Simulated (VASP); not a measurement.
Runs of VASP 6.6.1 on AlRu. The structure is that of space group Pm-3m (No. 221), or close to it. The cells are those of the table. 

```csv
task,cell,k mesh for the DOS,occupations for the DOS,gap on the mesh (eV),pressure (GPa)
electric field gradients,"a = 3.002 Å, 2 atoms",-,-,none,(a)
single point,"a = 2.951 Å, 2 atoms",-,-,none,5.9
single point,"a = 2.992, b = 2.992, c = 2.932 Å, 2 atoms",-,-,none,1.1
single point,"a = 3.051, b = 3.051, c = 2.992 Å, 2 atoms",-,-,none,-10.7
```

Alike in all rows: level PBEsol; potentials or basis VASP PAW PBE potentials, release 64 (Al, Ru_pv); no spin polarisation; k mesh 12 × 12 × 12; cutoff (eV) 520; smearing fermi-dirac 0.05 eV.

Problem. Estimate the missing entries.

Solution. (a) -5.3.

Caveats: the PAW data sets were made with another functional, which shifts forces and pressure a little.

A k mesh can miss the band edges, and the runs leave out spin-orbit coupling on Ru.

A gap of «none» marks levels without a gap at the run's occupations.
